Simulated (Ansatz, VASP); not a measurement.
# Two plane-wave programs on KF

File INCAR:

```
  ALGO = Normal
  EDIFF = 1E-7
  ENCUT = 520
  ISIF = 2
  ISMEAR = 0
  LASPH = True
  LCHARG = True
  LELF = True
  LREAL = False
  LVHAR = True
  LWAVE = False
  NBANDS = 15
  NELM = 60
  PREC = Accurate
  SIGMA = 0.05
```

The input KPOINTS:

```
k-points
0
Gamma
  8 8 8
```

Contents of POSCAR:

```
KF
1.0
    0.0000000000      2.5817196783      2.7753486542
    2.6720798670      0.0000000000      2.7753486542
    2.6720798670      2.5817196783      0.0000000000
K F
1 1
Direct
    0.0000000000      0.0000000000      0.0000000000
    0.5000000000      0.5000000000      0.5000000000
```

Input for Ansatz:

```yaml
crystal:
  lattice:
    - [0.0, 2.5817196783, 2.7753486542]
    - [2.672079867, 0.0, 2.7753486542]
    - [2.672079867, 2.5817196783, 0.0]
  atoms:
    - { symbol: K, position: [0.0, 0.0, 0.0] }
    - { symbol: F, position: [0.5, 0.5, 0.5] }
basis:
  ecutwfc: 520.0
kpoints:
  mp_grid: { grid: [8, 8, 8] }
hamiltonian:
  xc: lda
scf:
  occupations: { method: gaussian, width: 0.05 }
output:
  forces: true
  stress: true
  eigenvalues: true
```

Change from the starting cell: normal strain along x +0.0350, normal strain along z +0.0750.

Alike in both runs: task single point; functional LDA; k mesh 8 × 8 × 8; occupations gaussian, width 0.05 eV; no spin polarisation.

```csv
,VASP,Ansatz
version,VASP 6.6.1,Ansatz 0.2.0
potentials or method,"VASP PAW LDA potentials, release 64 (K_sv, F), cutoff 520 eV","scalar-relativistic, plane waves, PAW"
valence electrons in the cell,16,16
```

|  | VASP | Ansatz | Ansatz less VASP |
| --- | --- | --- | --- |
| gap on the k mesh at the Fermi level (eV) | 5.69 | 5.71 | +0.017 |
| least direct gap on the mesh (eV) | 5.69 | 5.71 | +0.017 |
| pressure (GPa) | -3.2 | -3.3 | -0.10 |
| traceless stress, the component that is largest in VASP (GPa) | 1.69 | 1.59 | -0.101 |

LDA's correlation is that of Perdew and Zunger in VASP and of Perdew and Wang (1992) in Ansatz.
